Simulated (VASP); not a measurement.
H: single point with PBE

H:

```
CELL_PARAMETERS angstrom
3.83272 0.00991 -0.00902
-1.90778 3.28671 -0.01029
-0.01186 -0.02246 4.94033
ATOMIC_POSITIONS crystal
H 0.33240 0.67328 0.17926
H 0.66941 0.33118 0.68009
H 0.66356 0.33668 0.82083
H 0.33463 0.65886 0.31981
```

This cell differs from its parent crystal: atoms moved at random and the cell strained at random.

```yaml
Program: VASP 6.6.1
Task: single point
Functional: PBE
Potentials_or_basis: VASP PAW PBE potentials, release 64 (H)
Cutoff: 520 eV
k_mesh: 9 × 9 × 6
Occupations: gaussian, width 0.02 eV
Spin: no spin polarisation
Dipole_correction: no
Further_INCAR_settings: ALGO = Normal; EDIFF = 1e-07; NBANDS = 10
```

The pressure is 2.5 GPa. The largest force is 2.225 eV/Å and the band gap on the k mesh is 9.98 eV.

Forces on the atoms (eV/Å):
```
H   -0.108  0.158 -2.173
H    0.111 -0.048 -2.222
H   -0.111  0.049  2.222
H    0.108 -0.158  2.174
```

Stress tensor (GPa, compression positive):
```
-0.09 -0.02  0.00
-0.02 -0.09 -0.19
 0.00 -0.19  7.72
```

Levels at points of the mesh, in eV from the valence-band top:
```
           k point  band 1  band 2  band 3  band 4  band 5  band 6
(0.00, 0.00, 0.00)   -1.41    0.00    9.98   12.18   15.49   17.39
(0.00, 0.00, 0.50)   -0.77   -0.76   10.81   10.83   17.90   17.94
```

Wall time 2.7 min on 1 thread of Intel Xeon 8259CL, on a shared host, peak memory 0.25 GiB.

Caveat: the cell differs from its parent crystal (atoms moved at random and the cell strained at random); the stress differs along the axes, from -0 to 8 GPa; this functional lacks dispersion, which holds the molecules together, so the pressure and a relaxed volume are unreliable; forces of over 1 eV/Å act on the atoms, so gaps and moduli don't describe the material at rest. A k mesh can miss the band edges.
